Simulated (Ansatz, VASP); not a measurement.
**ZrSn3O8: VASP beside Ansatz**

```
Sn O Zr
1.0
     3.39609   -3.37974    0.00000
     3.39609    3.37974    0.00000
     0.00000    0.00000    6.43496
Sn O Zr
3 8 1
Direct
  0.50000 0.50000 0.00000
  0.00000 0.00000 0.75158
  0.00000 0.00000 0.24842
  0.19535 0.19535 0.00000
  0.80465 0.80465 0.00000
  0.69577 0.30423 0.75303
  0.30423 0.69577 0.75303
  0.19149 0.19149 0.50000
  0.80851 0.80851 0.50000
  0.69577 0.30423 0.24697
  0.30423 0.69577 0.24697
  0.50000 0.50000 0.50000
```

Alike in both runs: task single point; functional PBE; k mesh 6 × 6 × 4; occupations fermi-dirac, width 0.02 eV; no spin polarisation.

```csv
,VASP,Ansatz
version,VASP 6.6.1,Ansatz 0.2.0
potentials or method,"VASP PAW PBE potentials, release 64 (Sn_d, O, Zr_sv)","plane waves, PAW"
plane-wave cutoff (eV),520,420
valence electrons in the cell,102,102
```

VASP gave:

| Property | Result |
| --- | --- |
| gap on the k mesh at the Fermi level (eV) | 2.08 |
| pressure (GPa) | 7.1 |
| rms of the force components (eV/Å) | 0.103 |

**Question.** Estimate Ansatz's values.

**Answer.** gap on the k mesh at the Fermi level (eV): 2.09; pressure (GPa): 6.5; rms of the force components (eV/Å): 0.093.
